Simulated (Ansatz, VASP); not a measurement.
## Two plane-wave programs on SnO2

File INCAR:

```
  ALGO = Normal
  EDIFF = 1E-6
  ENCUT = 520
  GGA = PE
  ISIF = 2
  ISMEAR = 0
  LASPH = T
  LCHARG = F
  LREAL = F
  LWAVE = F
  NBANDS = 20
  NELM = 80
  PREC = Accurate
  SIGMA = 0.05
```

KPOINTS

```
k-points
0
Gamma
  12 12 12
```

The input POSCAR:

```
SnO2
1.0
    1.6450283737      0.9497575744      5.0042302243
   -1.6450283737      0.9497575744      5.0042302243
    0.0000000000     -1.8995151487      5.0042302243
Sn O
1 2
Direct
    0.5000000000      0.5000000000      0.5000000000
    0.2348826742      0.2348826742      0.2348826742
    0.7651173258      0.7651173258      0.7651173258
```

Input for Ansatz:

```yaml
crystal:
  lattice:
    - [1.6450283737, 0.9497575744, 5.0042302243]
    - [-1.6450283737, 0.9497575744, 5.0042302243]
    - [0.0, -1.8995151487, 5.0042302243]
  atoms:
    - { symbol: Sn, position: [0.5, 0.5, 0.5] }
    - { symbol: O, position: [0.2348826742, 0.2348826742, 0.2348826742] }
    - { symbol: O, position: [0.7651173258, 0.7651173258, 0.7651173258] }
basis:
  ecutwfc: 520.0
kpoints:
  mp_grid: { grid: [12, 12, 12] }
hamiltonian:
  xc: pbe
  pseudopotentials: { kind: paw, azcp: { folder: soft_1 } }
scf:
  occupations: { method: gaussian, width: 0.05 }
output:
  forces: true
  stress: true
  eigenvalues: true
  write_density: true
  write_potential: true
  elf: true
  volumetric_format: npy
```

Alike in both runs: task single point; functional PBE; k mesh 12 × 12 × 12; occupations gaussian, width 0.05 eV; no spin polarisation.

|  | VASP | Ansatz |
| --- | --- | --- |
| version | VASP 6.6.1 | Ansatz 0.2.0 |
| potentials or method | VASP PAW PBE potentials, release 64 (Sn_d, O), cutoff 520 eV | scalar-relativistic, plane waves, PAW |
| valence electrons in the cell | 26 | 26 |

Ansatz gave:

```
gap on the k mesh at the Fermi level (eV)                     : 1.71
least direct gap on the mesh (eV)                             : 1.84
pressure (GPa)                                                : -6.4
traceless stress, the component that is largest in VASP (GPa) : 2.63
rms of the force components (eV/Å)                            : 0.237
```

**Question.** Which values does VASP return?

**Answer.** gap on the k mesh at the Fermi level (eV): 1.69; least direct gap on the mesh (eV): 1.83; pressure (GPa): -5.9; traceless stress, the component that is largest in VASP (GPa): 2.32; rms of the force components (eV/Å): 0.214.

Atom by atom the forces differ by 0.023 eV/Å (rms over components).
